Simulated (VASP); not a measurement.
Sn: single point with LDA

The system is Sn.

```
Sn
1.0
     3.00130    0.00000    0.00000
     0.00000    3.00130    0.00000
     0.00000    0.00000    3.00130
Sn
1
Direct
  0.00000 0.00000 0.00000
```

| Item | Value |
| --- | --- |
| Program | VASP 6.6.1 |
| Task | single point |
| Functional | LDA |
| Potentials or basis | VASP PAW LDA potentials, release 64 (Sn_d) |
| Cutoff | 520 eV |
| k mesh | 12 × 12 × 12 |
| Occupations | fermi-dirac, width 0.1 eV |
| Spin | no spin polarisation |
| Dipole correction | no |
| Further INCAR settings | ALGO = Normal; EDIFF = 1e-06; NBANDS = 13 |

```json
{"Pressure": "0.4 GPa", "Band gap on the k mesh": "zero (band 7 reaches 13.20 eV, above the bottom of band 8 at 5.33 eV)"}
```

Levels at points of the mesh, in eV from the Fermi level:
```csv
k point,band 3,band 4,band 5,band 6,band 7,band 8,band 9,band 10,band 11,band 12
"(0.00, 0.00, 0.00)",-21.16,-21.16,-21.16,-11.27,5.49,5.49,5.49,8.99,8.99,10.47
"(0.50, 0.00, 0.00)",-21.29,-21.27,-21.15,-7.99,-4.96,8.26,8.26,11.87,12.04,12.14
"(0.50, 0.50, 0.00)",-21.27,-21.27,-21.02,-4.49,-2.38,-2.38,2.80,11.31,14.46,14.46
"(0.50, 0.50, 0.50)",-21.44,-21.01,-21.01,-0.41,0.10,0.10,0.10,5.99,5.99,5.99
```

Run time: 19 s on 1 thread of Intel Xeon 8259CL, on a shared host, peak memory 0.14 GiB.

Caveat: spin-orbit coupling is left out, which moves the levels of the heavy elements.
